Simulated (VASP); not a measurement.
# Al: relaxation of volume and atoms at fixed shape with PBEsol

Al:

```
CELL_PARAMETERS angstrom
0.00000 2.02481 2.02481
2.02481 0.00000 2.02481
2.02481 2.02481 0.00000
ATOMIC_POSITIONS crystal
Al 0.00000 0.00000 0.00000
```

- Program: VASP 6.6.1
- Task: relaxation of volume and atoms at fixed shape
- Functional: PBEsol
- Potentials or basis: VASP PAW PBE potentials, release 64 (Al)
- Cutoff: 600 eV
- k mesh: 7 × 7 × 7
- Occupations: gaussian, width 0.1 eV
- Spin: no spin polarisation
- Dipole correction: no
- Further INCAR settings: ALGO = Normal; EDIFF = 1e-06; IBRION = 2; EDIFFG = -0.02; NSW = 80; ISIF = 8

```yaml
Relaxed_volume: 16.09 Å³/atom
Relaxed_cell: a = 2.834 Å, b = 2.834 Å, c = 2.834 Å, α = 60.00°, β = 60.00°, γ = 60.00°
Space_group_after_relaxing_to_0.05_Å: Fm-3m (No. 225)
Energy_gained_by_relaxing: 3.9 meV/atom
Ionic_steps: 3
Pressure_after_relaxing: 0.0 GPa
```

The path:
| step | energy change (eV) | largest force (eV/Å) | pressure (GPa) | volume (Å³) |
| --- | --- | --- | --- | --- |
| 1 | 0.0000 | 0.0000 | -2.39 | 16.60 |
| 2 | -0.0038 | 0.0000 | 0.41 | 16.02 |
| 3 | -0.0039 | 0.0000 | 0.00 | 16.09 |

Final structure:
```cif
data_structure
_symmetry_space_group_name_H-M 'P 1'
_symmetry_Int_Tables_number 1
_cell_length_a 2.8339
_cell_length_b 2.8339
_cell_length_c 2.8339
_cell_angle_alpha 60.000
_cell_angle_beta 60.000
_cell_angle_gamma 60.000
_cell_volume 16.09
loop_
_atom_site_label
_atom_site_type_symbol
_atom_site_fract_x
_atom_site_fract_y
_atom_site_fract_z
_atom_site_occupancy
Al1 Al 0.00000 0.00000 0.00000 1
```

Levels at points of the mesh, in eV from the Fermi level:
```csv
k point,band 1,band 2,band 3,band 4
"(0.00, 0.00, 0.00)",-11.43,12.61,12.61,12.61
```

It took 2.7 s on 1 thread of Intel Xeon 6975P-C (shared host), peak memory 0.13 GiB.

Caveat: the k points lie up to 0.39 Å⁻¹ apart in the final cell; the PAW data sets were made with another functional, which shifts forces and pressure a little.
